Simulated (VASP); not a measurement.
# Ge in VASP: a series of runs

Runs on Ge. Level: PBE. Tasks: single point, relaxation of cell and atoms.

All numbers are computed with VASP 6.6.1; they aren't measurements. Logs are shortened: lines on timing, memory, paths and dates and some standing lists are left out, and cuts for length are marked.

**1. The cell of the first run**

Symmetry: Pm-3m, No. 221, cubic system. Conventional cell: a = 2.711 Å, b = 2.711 Å, c = 2.711 Å, α = 90.00°, β = 90.00°, γ = 90.00°. Ge (site symmetry m-3m) has 6 Ge at 2.71 Å within 3.6 Å.

The cell was generated, and may not be a known phase.

**2. Single point, PBE**

Input file INCAR:

```
SYSTEM = Ge
PREC = Accurate ; ENCUT = 520
EDIFF = 1E-6 ; ISMEAR = 0
SIGMA = 0.1 ; LREAL = .FALSE.
LASPH = .TRUE. ; NELM = 100
ALGO = Normal ; ISIF = 2
LWAVE = .FALSE. ; LCHARG = .FALSE.
GGA = PE ; NBANDS = 13
```

Input file KPOINTS:

```
Automatic mesh
0
G
  20 20 20
  0 0 0
```

Input file POSCAR:

```
Ge
1.0
    2.7107645176      0.0000000000      0.0000000000
    0.0000000000      2.7107645176      0.0000000000
    0.0000000000      0.0000000000      2.7107645176
Ge
1
Direct
    0.5000000000      0.5000000000      0.5000000000
```

Potentials or basis: VASP PAW PBE potentials, release 64 (Ge_d).

Run with:

```sh
> cat potpaw_PBE.64/Ge_d/POTCAR > POTCAR
> mpirun -np 1 vasp_std > vasp.out
```

OUTCAR:

```text
SYSTEM = Ge
   PREC = Accurate
   ENCUT = 520
   EDIFF = 1E-6
   ISMEAR = 0
   LREAL = .FALSE.
   LASPH = .TRUE.
   NELM = 100
   ISIF = 2
   GGA = PE

 ion  position               nearest neighbor table
   1  0.500  0.500  0.500-

  LATTYP: Found a simple cubic cell.
 ALAT       =     2.7107645176

  Lattice vectors:

 A1 = (   2.7107645176,   0.0000000000,   0.0000000000)
 A2 = (   0.0000000000,   2.7107645176,   0.0000000000)
 A3 = (   0.0000000000,   0.0000000000,   2.7107645176)

Analysis of symmetry for initial positions (statically):
=====================================================================
 Subroutine PRICEL returns:
 Original cell was already a primitive cell.

 Routine SETGRP: Setting up the symmetry group for a
 simple cubic supercell.

 Subroutine GETGRP returns: Found 48 space group operations
 (whereof 48 operations were pure point group operations)
 out of a pool of 48 trial point group operations.

The static configuration has the point symmetry O_h .

Analysis of symmetry for dynamics (positions and initial velocities):
=====================================================================
 Subroutine PRICEL returns:
 Original cell was already a primitive cell.

 Routine SETGRP: Setting up the symmetry group for a
 simple cubic supercell.

 Subroutine GETGRP returns: Found 48 space group operations
 (whereof 48 operations were pure point group operations)
 out of a pool of 48 trial point group operations.

The dynamic configuration has the point symmetry O_h .

 Subroutine INISYM returns: Found 48 space group operations
 (whereof 48 operations are pure point group operations),
 and found     1 'primitive' translations

----------------------------------------------------------------------------------------

                                     Primitive cell

  volume of cell :      19.9194

  direct lattice vectors                    reciprocal lattice vectors
     2.710764518  0.000000000  0.000000000     0.368899620  0.000000000  0.000000000
     0.000000000  2.710764518  0.000000000     0.000000000  0.368899620  0.000000000
     0.000000000  0.000000000  2.710764518     0.000000000  0.000000000  0.368899620

  length of vectors
     2.710764518  2.710764518  2.710764518     0.368899620  0.368899620  0.368899620

  position of ions in fractional coordinates (direct lattice)
     0.500000000  0.500000000  0.500000000

  ion indices of the primitive-cell ions
   primitive index   ion index
                 1           1
[... 79 lines left out ...]
   ISYM   =      2    0-nonsym 1-usesym 2-fastsym
   POTIM  = 0.5000    time-step for ionic-motion
   TEBEG  =    0.0;   TEEND  =   0.0 temperature during run
   PSTRESS=    0.0 pullay stress
   NELECT =      14.0000    total number of electrons
   NUPDOWN=      -1.0000    fix difference up-down
   EMIN   =  10.00;   EMAX   =-10.00  energy-range for DOS
   EFERMI =   0.00;   METHOD = LEGACY
   ISMEAR =     0;   SIGMA  =   0.10  broadening in eV -4-tet -1-fermi 0-gaus
   EFERMI_NEDOS =   21; number of points for ismear=-14 and -15
   IALGO  =     38    algorithm
   IMIX   =      4    mixing-type and parameters
     AMIX     =   0.40;   BMIX     =  1.00
     AMIX_MAG =   1.60;   BMIX_MAG =  1.00
  volume/ion in A,a.u.               =      19.92       134.42
  Fermi-wavevector in a.u.,A,eV,Ry     =   1.455545  2.750582 28.825467  2.118612
  Thomas-Fermi vector in A             =   2.572567
   LORBIT       =      0    0 simple, 1 ext, 2 COOP (PROOUT), +10 PAW based schemes
   GGA     = PE    functional components
   LHFCALC =     F    Hartree Fock is set to
   AEXX    =    0.0000 exact exchange contribution
   IVDW    =     0    specifies the selected vdW correction
   LEPSILON=     F    determine dielectric tensor
   LRPA    =     F    only Hartree local field effects (RPA)
 non-spin polarized calculation
 Gauss-broadening in eV      SIGMA  =   0.10
  energy-cutoff  :      520.00
  volume of cell :       19.92
 maximum number of plane-waves:       554
   NGX = 11   NGY = 11   NGZ = 11

 number of electron      13.9999969 magnetization

 Free energy of the ion-electron system (eV)
  ---------------------------------------------------
  ext. energy  EPLUGINS =         0.00000000
  ---------------------------------------------------
  free energy    TOTEN  =        -4.27095579 eV

  energy without entropy =       -4.26845428  energy(sigma->0) =       -4.26970503

 E-fermi :   5.8973     XC(G=0): -10.9089

 val. band max:        5.8830761001   @ k =   0.3000   0.3000   0.2000
 cond. band min:       5.9198241981   @ k =   0.4500   0.4500   0.4000
 fundamental gap:      0.0367480979
 Fermi energy:         5.8972874743

 k-point     1 :       0.0000    0.0000    0.0000
  band No.  band energies     occupation
      1     -18.7571      2.00000
      2     -18.7571      2.00000
      3     -18.5141      2.00000
      4     -18.5141      2.00000
      5     -18.5141      2.00000
      6      -6.8154      2.00000
      7      12.4987      0.00000
      8      12.4987      0.00000
      9      12.4987      0.00000
     10      15.9343      0.00000
     11      15.9343      0.00000
     12      18.3436      0.00000
     13      34.5134      0.00000
[... 354 lines left out ...]
  band No.  band energies     occupation
      1     -18.7398      2.00000
      2     -18.6840      2.00000
      3     -18.5431      2.00000
      4     -18.5355      2.00000
      5     -18.5183      2.00000
      6      -5.8438      2.00000
      7       7.1045      0.00000
      8      10.9450      0.00000
      9      13.4124      0.00000
     10      17.4700      0.00000
     11      20.0420      0.00000
     12      23.3256      0.00000
     13      25.3821      0.00000

 [... further k-points ...]

------------------------ aborting loop because EDIFF is reached ----------------------------------------

  FORCE on cell =-STRESS in cart. coord.  units (eV):
  Direction    XX          YY          ZZ          XY          YZ          ZX
  --------------------------------------------------------------------------------------
  -------------------------------------------------------------------------------------
  Total       -0.0035210     -0.0035210     -0.0035210      0.0000000      0.0000000      0.0000000
  in kB       -0.2832058     -0.2832058     -0.2832058      0.0000000      0.0000000      0.0000000
  external PRESSURE =      -0.2832058 kB  Pullay stress =       0.0000000 kB

 VOLUME and BASIS-vectors are now :
 -----------------------------------------------------------------------------
  energy-cutoff  :      520.00
  volume of cell :       19.92
      direct lattice vectors                 reciprocal lattice vectors
     2.710764518  0.000000000  0.000000000     0.368899620  0.000000000  0.000000000
     0.000000000  2.710764518  0.000000000     0.000000000  0.368899620  0.000000000
     0.000000000  0.000000000  2.710764518     0.000000000  0.000000000  0.368899620

 POSITION                                       TOTAL-FORCE (eV/Angst)
 -----------------------------------------------------------------------------------
      1.35538      1.35538      1.35538         0.000000      0.000000      0.000000
 -----------------------------------------------------------------------------------
    total drift:                               -0.000000      0.000000     -0.000000

  FREE ENERGIE OF THE ION-ELECTRON SYSTEM (eV)
  ---------------------------------------------------
  free  energy   TOTEN  =        -4.2709557887 eV

  energy  without entropy=       -4.2684542788  energy(sigma->0) =       -4.26970503
```

Wall time 16 s (1 thread of Intel Xeon 6975P-C (Granite Rapids), shared host); peak memory 0.17 GiB.

Results:

* Free energy: -4.2710 eV
* Pressure: 0.0 GPa
* Band gap on the k mesh: zero (bands 7 and 8 overlap by 9.10 eV)

Levels at points of the mesh, in eV from the Fermi level:
| k point | band 3 | band 4 | band 5 | band 6 | band 7 | band 8 | band 9 | band 10 | band 11 | band 12 |
| --- | --- | --- | --- | --- | --- | --- | --- | --- | --- | --- |
| (0.00, 0.00, 0.00) | -24.41 | -24.41 | -24.41 | -12.71 | 6.60 | 6.60 | 6.60 | 10.04 | 10.04 | 12.45 |
| (0.50, 0.00, 0.00) | -24.47 | -24.46 | -24.41 | -9.00 | -5.55 | 9.45 | 9.45 | 13.24 | 15.20 | 16.31 |
| (0.50, 0.50, 0.00) | -24.47 | -24.47 | -24.34 | -5.07 | -2.50 | -2.50 | 3.21 | 12.24 | 19.35 | 19.35 |
| (0.50, 0.50, 0.50) | -24.55 | -24.33 | -24.33 | -0.54 | 0.35 | 0.35 | 0.35 | 6.91 | 6.91 | 6.91 |

**3. Single point, PBE**

This run uses another cell than the first one: it holds 4 atoms, not 1.

Input file INCAR:

```
SYSTEM = Ge
PREC = Accurate
ENCUT = 520
EDIFF = 1E-6
ISMEAR = 0
SIGMA = 0.1
LREAL = .FALSE.
LASPH = .TRUE.
NELM = 60
ALGO = Normal
ISIF = 2
LWAVE = .FALSE.
LCHARG = .FALSE.
GGA = PE
NBANDS = 36
```

Input file KPOINTS:

```
Automatic mesh
0
G
  6 6 6
  0 0 0
```

Input file POSCAR:

```
Ge
1.0
   -1.9273529689      1.9273529689      5.3728416994
    1.9273529689     -1.9273529689      5.3728416994
    1.9273529689      1.9273529689     -5.3728416994
Ge
4
Direct
    0.3750000000      0.8749995751     -0.0000004249
    0.6249995751      0.1250000000     -0.0000004249
    0.1250004249      0.6250000000      1.0000004249
    0.8750000000      0.3750004249      1.0000004249
```

Potentials or basis: VASP PAW PBE potentials, release 64 (Ge_d).

Run with:

```sh
> cat potpaw_PBE.64/Ge_d/POTCAR > POTCAR
> mpirun -np 1 vasp_std > vasp.out
```

It took 78 s on 1 thread of Intel Xeon 6975P-C (Granite Rapids), shared host; peak memory 0.32 GiB.

Results (log left out):

```
Free energy            : -17.0475 eV
Pressure               : 0.0 GPa
Band gap on the k mesh : zero (bands 28 and 29 overlap by 3.72 eV)
```

Stress tensor (GPa, compression positive):
```
-0.09  0.00  0.00
 0.00 -0.09  0.00
 0.00  0.00  0.08
```

Levels at points of the mesh, in eV from the Fermi level:
| k point | band 25 | band 26 | band 27 | band 28 | band 29 | band 30 | band 31 | band 32 |
| --- | --- | --- | --- | --- | --- | --- | --- | --- |
| (0.00, 0.00, 0.00) | -4.10 | -1.49 | -1.49 | -1.49 | -1.49 | 4.28 | 4.28 | 6.15 |
| (0.50, 0.00, 0.00) | -1.60 | -1.60 | 0.37 | 0.37 | 1.17 | 1.17 | 2.38 | 2.38 |
| (0.50, 0.50, 0.00) | -5.07 | -4.44 | -4.44 | -2.66 | -2.44 | 2.79 | 2.79 | 3.15 |
| (0.50, 0.50, 0.50) | -2.63 | -0.64 | -0.40 | -0.40 | 0.11 | 0.35 | 0.35 | 3.09 |

**4. Relaxation of cell and atoms, PBE**

This run uses another cell than the first one, of 19.96 Å³/atom.

Input file INCAR:

```
PREC = Accurate
ENCUT = 600
EDIFF = 1E-7
ISMEAR = 0
SIGMA = 0.1
LREAL = False
LASPH = True
NELM = 60
ALGO = Normal
ISIF = 3
LWAVE = False
LCHARG = False
GGA = PE
IBRION = 2
NSW = 100
EDIFFG = -0.01
```

Input file KPOINTS:

```
Automatic mesh
0
Gamma
  20 20 20
```

Input file POSCAR:

```
Ge
1.0
    2.7125994220      0.0000000000      0.0000000000
    0.0000000000      2.7125994220      0.0000000000
    0.0000000000      0.0000000000      2.7125994220
Ge
1
Direct
    0.5000000000      0.5000000000      0.5000000000
```

Run with:

```sh
> cat potpaw_PBE.64/Ge_d/POTCAR > POTCAR
> mpirun -np 1 vasp_std > vasp.out
```

Run time: 18 s. Hardware: 1 thread of Intel Xeon 6975P-C (Granite Rapids), shared host; peak memory 0.19 GiB.

The run converged. Its results:

```
Free energy             : -4.2711 eV
Pressure after relaxing : 0.0 GPa
Band gap on the k mesh  : zero (bands 7 and 8 overlap by 9.09 eV)
```

Final structure:
```
Ge
1.0
     2.71260    0.00000    0.00000
     0.00000    2.71260    0.00000
     0.00000    0.00000    2.71260
Ge
1
Direct
  0.50000 0.50000 0.50000
```

Levels at points of the mesh, in eV from the Fermi level:
```
           k point  band 3  band 4  band 5  band 6  band 7  band 8  band 9  band 10  band 11
(0.00, 0.00, 0.00)  -24.41  -24.41  -24.41  -12.70    6.59    6.59    6.59    10.03    10.03
(0.50, 0.00, 0.00)  -24.47  -24.46  -24.41   -9.00   -5.54    9.43    9.43    13.22    15.18
(0.50, 0.50, 0.00)  -24.47  -24.47  -24.34   -5.08   -2.50   -2.50    3.21    12.21    19.33
(0.50, 0.50, 0.50)  -24.55  -24.33  -24.33   -0.56    0.35    0.35    0.35     6.91     6.91
```

**5. The runs side by side**

| task | cell | k mesh | cutoff (eV) | gap on the mesh (eV) | pressure (GPa) |
| --- | --- | --- | --- | --- | --- |
| single point | a = 2.711 Å, 1 atom, atomic positions A | 20 × 20 × 20 | 520 | none | 0.0 |
| single point | a = 6.025 Å, angles 142.7, 142.7, 53.8°, 4 atoms, atomic positions B | 6 × 6 × 6 | 520 | none | 0.0 |
| relaxation of cell and atoms | relaxed from a = 2.713 Å, 1 atom, atomic positions A | 20 × 20 × 20 | 600 | none | 0.0 |

Alike in all rows: level PBE; potentials or basis VASP PAW PBE potentials, release 64 (Ge_d); no spin polarisation; smearing gaussian 0.1 eV.

Total energies depend on the potentials used, so only differences within one code and one set of settings carry meaning.

The gap in the log of VASP goes by the Fermi energy; the results here count the filled bands.